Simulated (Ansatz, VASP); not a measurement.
**One calculation of BiOs, two programs**

Contents of INCAR:

```
SYSTEM = BiOs
PREC = Accurate
ENCUT = 520
EDIFF = 1E-7
ISMEAR = 0
SIGMA = 0.05
LREAL = .FALSE.
LASPH = .TRUE.
NELM = 100
ALGO = Fast
ISIF = 2
LWAVE = .FALSE.
LCHARG = .TRUE.
GGA = PE
LELF = .TRUE.
LVHAR = .TRUE.
NBANDS = 18
```

The input KPOINTS:

```
regular mesh
0
G
  10 10 10
  0 0 0
```

The input POSCAR:

```
BiOs
1.0
    0.0000000000      2.7580611475      2.7580611475
    2.7580611475      0.0000000000      2.7580611475
    2.7580611475      2.7580611475      0.0000000000
Os Bi
1 1
Direct
    0.5000000000      0.5000000000      0.5000000000
    0.0000000000      0.0000000000      0.0000000000
```

Input for Ansatz:

```yaml
crystal:
  lattice:
    - [0.0, 2.7580611475, 2.7580611475]
    - [2.7580611475, 0.0, 2.7580611475]
    - [2.7580611475, 2.7580611475, 0.0]
  atoms:
    - { symbol: Os, position: [0.5, 0.5, 0.5] }
    - { symbol: Bi, position: [0.0, 0.0, 0.0] }
basis:
  ecutwfc: 420
  ecutrho_ratio: 4
kpoints:
  mp_grid: { grid: [10, 10, 10] }
hamiltonian:
  xc: pbe
scf:
  occupations: { method: gaussian, width: 0.05 }
output:
  forces: true
  stress: true
  eigenvalues: true
```

Alike in both runs: task single point; functional PBE; k mesh 10 × 10 × 10; occupations gaussian, width 0.05 eV; no spin polarisation.

```csv
,VASP,Ansatz
version,VASP 6.6.1,Ansatz 0.2.0
potentials or method,"VASP PAW PBE potentials, release 64 (Os, Bi_d), cutoff 520 eV","scalar-relativistic, plane waves, PAW"
valence electrons in the cell,23,31
```

Ansatz gave:

```
gap on the k mesh at the Fermi level (eV) : none
pressure (GPa)                            : 5.6
```

Which values does VASP return?

gap on the k mesh at the Fermi level (eV): none; pressure (GPa): 5.8.

A gap of «none» marks a metal or a gap that the smearing closes. VASP's potentials hold 23 valence electrons a cell and Ansatz's 31, so a difference there can come from the potentials and not from the codes.

Neither program's run includes spin-orbit coupling.
